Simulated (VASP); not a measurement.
# NiO2 (R-3m) in VASP: a series of runs

The runs below take NiO2 through single point, with PBEsol.

All numbers are computed with VASP 6.6.1; they aren't measurements. Logs are shortened: lines on timing, memory, paths and dates and some standing lists are left out, and cuts for length are marked.

## Step 1: The cell of the first run

The structure is trigonal, space group R-3m (No. 166). Conventional cell: a = 2.785 Å, b = 2.785 Å, c = 20.782 Å, α = 90.00°, β = 90.00°, γ = 120.00°. Ni (site symmetry -3m) has 6 O at 1.87 Å within 2.5 Å. Within 2.5 Å of O (site symmetry 3m) lie 3 Ni at 1.87 Å and 3 O at 2.48 Å.

## Step 2: Single point, PBEsol, collinear spin, ferromagnetic start

File INCAR:

```
SYSTEM = NiO2
  PREC = Accurate
  ENCUT = 520
  EDIFF = 1E-7
  ISMEAR = -1
  SIGMA = 0.05
  LREAL = .FALSE.
  LASPH = .TRUE.
  NELM = 150
  ALGO = Normal
  ISIF = 2
  LWAVE = .FALSE.
  LCHARG = .FALSE.
  ISPIN = 2
  MAGMOM = 1 0 0
  LORBIT = 11
  LMAXMIX = 4
  GGA = PS
  NBANDS = 22
```

File KPOINTS:

```
regular mesh
0
G
  11 11 11
  0 0 0
```

File POSCAR:

```
NiO2
1.0
    1.3927183529      0.8040863159      6.9274859982
   -1.3927183529      0.8040863159      6.9274859982
    0.0000000000     -1.6081726319      6.9274859982
Ni O
1 2
Direct
    0.0000000000      0.0000000000      0.0000000000
    0.3787890000      0.3787890000      0.3787890000
    0.6212110000      0.6212110000      0.6212110000
```

Potentials or basis: VASP PAW PBE potentials, release 64 (Ni, O).

Launch:

```console
cat potpaw_PBE.64/Ni/POTCAR potpaw_PBE.64/O/POTCAR > POTCAR
mpirun -np 1 vasp_std > vasp.out
```

OUTCAR:

```text
SYSTEM = NiO2
   PREC = Accurate
   ENCUT = 520
   EDIFF = 1E-7
   ISMEAR = -1
   LREAL = .FALSE.
   LASPH = .TRUE.
   NELM = 150
   ISIF = 2
   ISPIN = 2
   LORBIT = 11
   GGA = PS

 ion  position               nearest neighbor table
   1  0.000  0.000  0.000-   3 1.87   2 1.87   3 1.87   3 1.87   2 1.87   2 1.87
   2  0.379  0.379  0.379-   1 1.87   1 1.87   1 1.87
   3  0.621  0.621  0.621-   1 1.87   1 1.87   1 1.87

  LATTYP: Found a trigonal (rhomboedric) cell.
 ALAT       =     7.1117003219
 COS(alpha) =     0.9232974685

  Lattice vectors:

 A1 = (   1.3927183529,   0.8040863159,   6.9274859982)
 A2 = (  -1.3927183529,   0.8040863159,   6.9274859982)
 A3 = (   0.0000000000,  -1.6081726319,   6.9274859982)

Analysis of symmetry for initial positions (statically):
=====================================================================
 Subroutine PRICEL returns:
 Original cell was already a primitive cell.

 Routine SETGRP: Setting up the symmetry group for a
 trigonal (rhombohedral) supercell.

 Subroutine GETGRP returns: Found 12 space group operations
 (whereof 12 operations were pure point group operations)
 out of a pool of 12 trial point group operations.

The static configuration has the point symmetry D_3d.

Analysis of symmetry for dynamics (positions and initial velocities):
=====================================================================
 Subroutine PRICEL returns:
 Original cell was already a primitive cell.

 Routine SETGRP: Setting up the symmetry group for a
 trigonal (rhombohedral) supercell.

 Subroutine GETGRP returns: Found 12 space group operations
 (whereof 12 operations were pure point group operations)
 out of a pool of 12 trial point group operations.

The dynamic configuration has the point symmetry D_3d.

Analysis of structural, dynamic, and magnetic symmetry:
=====================================================================
 Subroutine PRICEL returns:
 Original cell was already a primitive cell.

 Routine SETGRP: Setting up the symmetry group for a
 trigonal (rhombohedral) supercell.

 Subroutine GETGRP returns: Found 12 space group operations
 (whereof 12 operations were pure point group operations)
 out of a pool of 12 trial point group operations.

The overall configuration has the point symmetry D_3d.

 Subroutine INISYM returns: Found 12 space group operations
 (whereof 12 operations are pure point group operations),
 and found     1 'primitive' translations

----------------------------------------------------------------------------------------

                                     Primitive cell

  volume of cell :      46.5471

  direct lattice vectors                    reciprocal lattice vectors
     1.392718353  0.804086316  6.927485998     0.359010132  0.207274596  0.048117504
    -1.392718353  0.804086316  6.927485998    -0.359010132  0.207274596  0.048117504
     0.000000000 -1.608172632  6.927485998     0.000000000 -0.414549193  0.048117504

  length of vectors
     7.111700322  7.111700322  7.111700322     0.417332395  0.417332395  0.417332395

  position of ions in fractional coordinates (direct lattice)
     0.000000000  0.000000000  0.000000000
     0.378789000  0.378789000  0.378789000
     0.621211000  0.621211000  0.621211000

  ion indices of the primitive-cell ions
   primitive index   ion index
                 1           1
                 2           2
                 3           3

----------------------------------------------------------------------------------------

 KPOINTS: regular mesh

Automatic generation of k-mesh.
 Grid dimensions read from file:
 generate k-points for:   11   11   11

 Generating k-lattice:

  Cartesian coordinates                     Fractional coordinates (reciprocal lattice)
     0.032637285  0.018843145  0.004374319     0.090909091 -0.000000000  0.000000000
    -0.032637285  0.018843145  0.004374319    -0.000000000  0.090909091  0.000000000
     0.000000000 -0.037686290  0.004374319     0.000000000  0.000000000  0.090909091

  Length of vectors
     0.037939309  0.037939309  0.037939309

  Shift w.r.t. Gamma in fractional coordinates (k-lattice)
     0.000000000  0.000000000  0.000000000

 Subroutine IBZKPT returns following result:
 ===========================================

 Found    146 irreducible k-points:

 Following reciprocal coordinates:
            Coordinates               Weight
  0.000000  0.000000  0.000000      1.000000
  0.090909  0.000000 -0.000000      6.000000
  0.181818  0.000000 -0.000000      6.000000
  0.272727  0.000000  0.000000      6.000000
  0.363636  0.000000 -0.000000      6.000000
  0.454545  0.000000 -0.000000      6.000000
[... 16 lines left out ...]
 -0.272727  0.181818 -0.000000     12.000000
 -0.181818  0.181818  0.000000      6.000000
 [... further k-points ...]
   k-points           NKPTS =    146   k-points in BZ     NKDIM =    146   number of bands    NBANDS=     22
   number of dos      NEDOS =    301   number of ions     NIONS =      3
   total plane-waves  NPLWV = 157464
   dimension x,y,z NGX =    54 NGY =   54 NGZ =   54
   dimension x,y,z NGXF=   108 NGYF=  108 NGZF=  108
   ions per type =               1   2
   NGX,Y,Z   is equivalent  to a cutoff of  12.62, 12.62, 12.62 a.u.
   NGXF,Y,Z  is equivalent  to a cutoff of  25.25, 25.25, 25.25 a.u.
 SYSTEM =  NiO2
   PREC   = accura    normal or accurate (medium, high low for compatibility)
   ISTART =      0    job   : 0-new  1-cont  2-samecut
   ICHARG =      2    charge: 1-file 2-atom 10-const
   ISPIN  =      2    spin polarized calculation?
   LNONCOLLINEAR =      F non collinear calculations
   LSORBIT =      F    spin-orbit coupling
   LASPH  =      T    aspherical Exc in radial PAW
   ENCUT  =  520.0 eV  38.22 Ry    6.18 a.u.  13.22 13.22 13.22*2*pi/ulx,y,z
   NELM   =    150;   NELMIN=  2; NELMDL= -5     # of ELM steps
   EDIFF  = 0.1E-06   stopping-criterion for ELM
   LREAL  =      F    real-space projection
   EDIFFG = 0.1E-05   stopping-criterion for IOM
   NSW    =      0    number of steps for IOM
   IBRION =     -1    ionic relax: 0-MD 1-quasi-New 2-CG
   NFREE  =      0    steps in history (QN), initial steepest desc. (CG)
   ISIF   =      2    stress and relaxation
   ISYM   =      2    0-nonsym 1-usesym 2-fastsym
   POTIM  = 0.5000    time-step for ionic-motion
   TEBEG  =    0.0;   TEEND  =   0.0 temperature during run
   PSTRESS=    0.0 pullay stress
   NELECT =      22.0000    total number of electrons
   NUPDOWN=      -1.0000    fix difference up-down
   EMIN   =  10.00;   EMAX   =-10.00  energy-range for DOS
   EFERMI =   0.00;   METHOD = LEGACY
   ISMEAR =    -1;   SIGMA  =   0.05  broadening in eV -4-tet -1-fermi 0-gaus
   EFERMI_NEDOS =   21; number of points for ismear=-14 and -15
   IALGO  =     38    algorithm
   IMIX   =      4    mixing-type and parameters
     AMIX     =   0.40;   BMIX     =  1.00
     AMIX_MAG =   1.60;   BMIX_MAG =  1.00
  volume/ion in A,a.u.               =      15.52       104.71
  Fermi-wavevector in a.u.,A,eV,Ry     =   1.275219  2.409814 22.125569  1.626183
  Thomas-Fermi vector in A             =   2.407943
   LORBIT       =     11    0 simple, 1 ext, 2 COOP (PROOUT), +10 PAW based schemes
   GGA     = PS    functional components
   LHFCALC =     F    Hartree Fock is set to
   AEXX    =    0.0000 exact exchange contribution
   IVDW    =     0    specifies the selected vdW correction
   LEPSILON=     F    determine dielectric tensor
   LRPA    =     F    only Hartree local field effects (RPA)
 spin polarized calculation
  energy-cutoff  :      520.00
  volume of cell :       46.55
 maximum number of plane-waves:      1270
 NGX is ok and might be reduce to    54
   NGX = 27   NGY = 27   NGZ = 27

 number of electron      22.0000007 magnetization      -0.0003775

 number of electron      22.0000007 magnetization       0.0000041

 Free energy of the ion-electron system (eV)
  ---------------------------------------------------
  ext. energy  EPLUGINS =         0.00000000
  ---------------------------------------------------
  free energy    TOTEN  =       -18.75627546 eV

  energy without entropy =      -18.75627477  energy(sigma->0) =      -18.75627511

 E-fermi :  -0.3690     XC(G=0):  -8.0653

 val. band max:       -1.0207921999   @ k =  -0.4545   0.4545   0.3636
 cond. band min:       0.2475715201   @ k =   0.3636   0.3636   0.0909
 fundamental gap:      1.2683637200
 Fermi energy:        -0.3689955462

 spin component 1

 k-point     1 :       0.0000    0.0000    0.0000
  band No.  band energies     occupation
      1     -20.4437      1.00000
      2     -18.0582      1.00000
      3      -6.4240      1.00000
      4      -6.4240      1.00000
      5      -6.3586      1.00000
      6      -3.0136      1.00000
[... 14 lines left out ...]
     21      23.2473      0.00000
     22      23.2473      0.00000
[... 552 lines left out ...]
  band No.  band energies     occupation
      1     -19.3265      1.00000
      2     -18.1245      1.00000
      3      -6.6060      1.00000
      4      -6.1896      1.00000
      5      -5.5015      1.00000
      6      -4.7831      1.00000
[... 14 lines left out ...]
     21      19.6324      0.00000
     22      20.4849      0.00000

 [... further k-points ...]

 spin component 2

 k-point     1 :       0.0000    0.0000    0.0000
  band No.  band energies     occupation
      1     -20.4437      1.00000
      2     -18.0582      1.00000
      3      -6.4240      1.00000
      4      -6.4240      1.00000
      5      -6.3586      1.00000
      6      -3.0136      1.00000
[... 14 lines left out ...]
     21      23.2473      0.00000
     22      23.2473      0.00000
[... 552 lines left out ...]
  band No.  band energies     occupation
      1     -19.3265      1.00000
      2     -18.1245      1.00000
      3      -6.6060      1.00000
      4      -6.1896      1.00000
      5      -5.5015      1.00000
      6      -4.7831      1.00000
[... 14 lines left out ...]
     21      19.6324      0.00000
     22      20.4849      0.00000

 [... further k-points ...]

------------------------ aborting loop because EDIFF is reached ----------------------------------------

  FORCE on cell =-STRESS in cart. coord.  units (eV):
  Direction    XX          YY          ZZ          XY          YZ          ZX
  --------------------------------------------------------------------------------------
  -------------------------------------------------------------------------------------
  Total       -0.1993100     -0.1993100     -0.3730293      0.0000000      0.0000000      0.0000000
  in kB       -6.8603569     -6.8603569    -12.8398701      0.0000000      0.0000000      0.0000000
  external PRESSURE =      -8.8535280 kB  Pullay stress =       0.0000000 kB

 VOLUME and BASIS-vectors are now :
 -----------------------------------------------------------------------------
  energy-cutoff  :      520.00
  volume of cell :       46.55
      direct lattice vectors                 reciprocal lattice vectors
     1.392718353  0.804086316  6.927485998     0.359010132  0.207274596  0.048117504
    -1.392718353  0.804086316  6.927485998    -0.359010132  0.207274596  0.048117504
     0.000000000 -1.608172632  6.927485998     0.000000000 -0.414549193  0.048117504

 POSITION                                       TOTAL-FORCE (eV/Angst)
 -----------------------------------------------------------------------------------
      0.00000      0.00000      0.00000        -0.000000      0.000000     -0.000000
      0.00000     -0.00000      7.87217         0.000000      0.000000     -0.166192
      0.00000     -0.00000     12.91029         0.000000     -0.000000      0.166192
 -----------------------------------------------------------------------------------
    total drift:                                0.000000     -0.000000      0.000000

  FREE ENERGIE OF THE ION-ELECTRON SYSTEM (eV)
  ---------------------------------------------------
  free  energy   TOTEN  =       -18.7562754556 eV

  energy  without entropy=      -18.7562747662  energy(sigma->0) =      -18.75627511

 total charge

# of ion       s       p       d       tot
------------------------------------------
    1        0.521   0.836   8.231   9.588
    2        1.588   3.314   0.000   4.902
    3        1.588   3.314   0.000   4.902
--------------------------------------------------
tot          3.697   7.464   8.231  19.392

 magnetization (x)

# of ion       s       p       d       tot
------------------------------------------
    1        0.000   0.000  -0.000   0.000
    2       -0.000  -0.000   0.000  -0.000
    3       -0.000  -0.000   0.000  -0.000
--------------------------------------------------
tot         -0.000  -0.000  -0.000  -0.000
```

Wall time 51 min (1 thread of Oxide Virtual Turin-like, shared host); peak memory 0.6 GiB.

What came out:

- Free energy: -18.7563 eV
- Pressure: -0.9 GPa
- Largest force: 0.166 eV/Å
- Band gap on the k mesh: 1.27 eV (least direct gap 1.54 eV)
- Net moment: 0.00 μB per cell
- Valence electrons inside the program's atomic spheres: Ni 9.59; O 4.90

Forces on the atoms (eV/Å):
```
Ni   0.000  0.000  0.000
O    0.000  0.000 -0.166
O    0.000  0.000  0.166
```

Caveat: the moments typed at the start vanished in this run; the PAW data sets were made with another functional, which shifts forces and pressure a little. A k mesh can miss the band edges.

## Step 3: Single point, PBEsol, collinear spin, ferromagnetic start

This run uses another cell than the first one, of 15.83 Å³/atom.

File INCAR:

```
PREC = Accurate ; ENCUT = 520
EDIFF = 1E-6 ; ISMEAR = -1
SIGMA = 0.05 ; LREAL = False
LASPH = True ; NELM = 150
ALGO = Normal ; ISIF = 2
LWAVE = False ; LCHARG = False
ISPIN = 2 ; MAGMOM = 1 0 0
LORBIT = 11 ; LMAXMIX = 4
GGA = PS ; NBANDS = 22
```

File KPOINTS:

```
regular mesh
0
Gamma
  11 11 11
```

File POSCAR:

```
NiO2
1.0
    1.4021288975      0.8095194964      6.9742947559
   -1.4021288975      0.8095194964      6.9742947559
    0.0000000000     -1.6190389928      6.9742947559
Ni O
1 2
Direct
    0.0000000000      0.0000000000      0.0000000000
    0.3787890000      0.3787890000      0.3787890000
    0.6212110000      0.6212110000      0.6212110000
```

Potentials or basis: VASP PAW PBE potentials, release 64 (Ni, O).

Launch:

```console
cat potpaw_PBE.64/Ni/POTCAR potpaw_PBE.64/O/POTCAR > POTCAR
mpirun -np 1 vasp_std > vasp.out
```

OUTCAR:

```text
PREC = Accurate
   ENCUT = 520
   EDIFF = 1E-6
   ISMEAR = -1
   LREAL = False
   LASPH = True
   NELM = 150
   ISIF = 2
   ISPIN = 2
   LORBIT = 11
   GGA = PS

 ion  position               nearest neighbor table
   1  0.000  0.000  0.000-   3 1.88   2 1.88   3 1.88   3 1.88   2 1.88   2 1.88
   2  0.379  0.379  0.379-   1 1.88   1 1.88   1 1.88
   3  0.621  0.621  0.621-   1 1.88   1 1.88   1 1.88

  LATTYP: Found a trigonal (rhomboedric) cell.
 ALAT       =     7.1597538088
 COS(alpha) =     0.9232974685

  Lattice vectors:

 A1 = (   1.4021288975,   0.8095194964,   6.9742947559)
 A2 = (  -1.4021288975,   0.8095194964,   6.9742947559)
[... 1421 lines left out ...]
  energy-cutoff  :      520.00
  volume of cell :       47.50
      direct lattice vectors                 reciprocal lattice vectors
     1.402128897  0.809519496  6.974294756     0.356600596  0.205883450  0.047794558
    -1.402128897  0.809519496  6.974294756    -0.356600596  0.205883450  0.047794558
     0.000000000 -1.619038993  6.974294756     0.000000000 -0.411766900  0.047794558

 POSITION                                       TOTAL-FORCE (eV/Angst)
 -----------------------------------------------------------------------------------
      0.00000      0.00000      0.00000         0.000000      0.000000     -0.000000
      0.00000      0.00000      7.92536         0.000000      0.000000     -0.439783
      0.00000      0.00000     12.99753         0.000000     -0.000000      0.439783
 -----------------------------------------------------------------------------------
    total drift:                               -0.000000     -0.000000      0.000000

  FREE ENERGIE OF THE ION-ELECTRON SYSTEM (eV)
  ---------------------------------------------------
  free  energy   TOTEN  =       -18.7444547087 eV

  energy  without entropy=      -18.7444537522  energy(sigma->0) =      -18.74445423

 total charge

# of ion       s       p       d       tot
------------------------------------------
    1        0.509   0.804   8.212   9.525
    2        1.588   3.302   0.000   4.890
    3        1.588   3.302   0.000   4.890
--------------------------------------------------
tot          3.685   7.409   8.212  19.306

 magnetization (x)

# of ion       s       p       d       tot
------------------------------------------
    1        0.000   0.000   0.000   0.000
    2        0.000   0.000   0.000   0.000
    3        0.000   0.000   0.000   0.000
--------------------------------------------------
tot          0.000   0.000   0.000   0.000
```

OSZICAR:

```text
N       E                     dE             d eps       ncg     rms          rms(c)
DAV:   1     0.171262962480E+03    0.17126E+03   -0.10259E+04 12896   0.102E+03
DAV:   2    -0.908604021229E+01   -0.18035E+03   -0.16367E+03 13912   0.275E+02
DAV:   3    -0.260742241613E+02   -0.16988E+02   -0.16717E+02 15640   0.918E+01
DAV:   4    -0.263256472465E+02   -0.25142E+00   -0.25129E+00 14122   0.119E+01
DAV:   5    -0.263305501779E+02   -0.49029E-02   -0.49027E-02 16028   0.161E+00    0.285E+01
DAV:   6    -0.326877750803E+02   -0.63572E+01   -0.38333E+01 16560   0.140E+02    0.474E+01
DAV:   7    -0.189926419047E+02    0.13695E+02   -0.15853E+01 15318   0.813E+01    0.915E+00
DAV:   8    -0.187757950163E+02    0.21685E+00   -0.30604E+00 17774   0.333E+01    0.450E+00
DAV:   9    -0.188263231279E+02   -0.50528E-01   -0.84900E-01 16980   0.222E+01    0.342E+00
DAV:  10    -0.187419593095E+02    0.84364E-01   -0.18653E-01 14832   0.110E+01    0.678E-01
DAV:  11    -0.187452235147E+02   -0.32642E-02   -0.36715E-02 16872   0.352E+00    0.422E-01
DAV:  12    -0.187445194465E+02    0.70407E-03   -0.67219E-03 13624   0.127E+00    0.116E-01
DAV:  13    -0.187444672558E+02    0.52191E-04   -0.74544E-04 20050   0.324E-01    0.410E-02
DAV:  14    -0.187444576125E+02    0.96432E-05   -0.11624E-04 14770   0.148E-01    0.147E-02
DAV:  15    -0.187444555352E+02    0.20773E-05   -0.12121E-05 14666   0.313E-02    0.775E-03
DAV:  16    -0.187444547087E+02    0.82651E-06   -0.77468E-07 12630   0.146E-02
   1 F= -.18744455E+02 E0= -.18744454E+02  d E =-.956449E-06  mag=     0.0000
```

Wall time 40 min (1 thread of Oxide Virtual Turin-like, shared host); peak memory 0.6 GiB.

What came out:

- Free energy: -18.7445 eV
- Pressure: -3.4 GPa
- Largest force: 0.440 eV/Å
- Band gap on the k mesh: 1.24 eV (least direct gap 1.50 eV)
- Net moment: 0.00 μB per cell
- Valence electrons inside the program's atomic spheres: Ni 9.53; O 4.89

Forces on the atoms (eV/Å):
```
Ni   0.000  0.000  0.000
O    0.000  0.000 -0.440
O    0.000  0.000  0.440
```

Caveat: the cell stands under tension; the moments typed at the start vanished in this run; the PAW data sets were made with another functional, which shifts forces and pressure a little. A k mesh can miss the band edges.
